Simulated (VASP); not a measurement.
A run of VASP 6.6.1 is set up as follows.

File INCAR:

```
  ALGO = Normal
  EDIFF = 1E-6
  ENCUT = 600
  GGA = PE
  GGA_COMPAT = F
  ISIF = 2
  ISMEAR = 0
  ISPIN = 2
  KPAR = 4
  LASPH = T
  LCHARG = F
  LMAXMIX = 4
  LORBIT = 11
  LREAL = F
  LWAVE = F
  MAGMOM = 0 0 2.18 0 0
  NBANDS = 36
  NELM = 200
  PREC = Accurate
  SIGMA = 0.1
```

The input KPOINTS:

```
k-points
0
Gamma
  12 12 12
```

Contents of POSCAR:

```
Zr2MnN2
1.0
    1.9074515351      1.1012676572      5.8442097626
   -1.9074515351      1.1012676572      5.8442097626
    0.0000000000     -2.2025353145      5.8442097626
Zr Mn N
2 1 2
Direct
    0.2342041005      0.2342041005      0.2342041005
    0.7657958995      0.7657958995      0.7657958995
    0.0000000000      0.0000000000      0.0000000000
    0.8918332788      0.8918332788      0.8918332788
    0.1081667212      0.1081667212      0.1081667212
```

Potentials or basis: VASP PAW PBE potentials, release 64 (Zr_sv, Mn_pv, N).

Command:

```console
$ cat potpaw_PBE.64/Zr_sv/POTCAR potpaw_PBE.64/Mn_pv/POTCAR potpaw_PBE.64/N/POTCAR > POTCAR
$ mpirun -np 4 vasp_std > vasp.out
```

Question: Predict the largest force.

Answer: 0.047 eV/Å.

Question: Predict the site moments.

Answer: Zr -0.13; Mn +2.36; N +0.01 μB.

Question: Predict the net moment.

Answer: 2.07 μB per cell.

Question: Predict the pressure.

Answer: 0.2 GPa.

Forces on the atoms (eV/Å):
```
Zr   0.000  0.000  0.015
Zr   0.000  0.000 -0.015
Mn   0.000  0.000  0.000
N    0.000  0.000 -0.047
N    0.000  0.000  0.047
```

Caveat: a cell with one magnetic atom can't hold antiferromagnetic order, which such compounds often take.
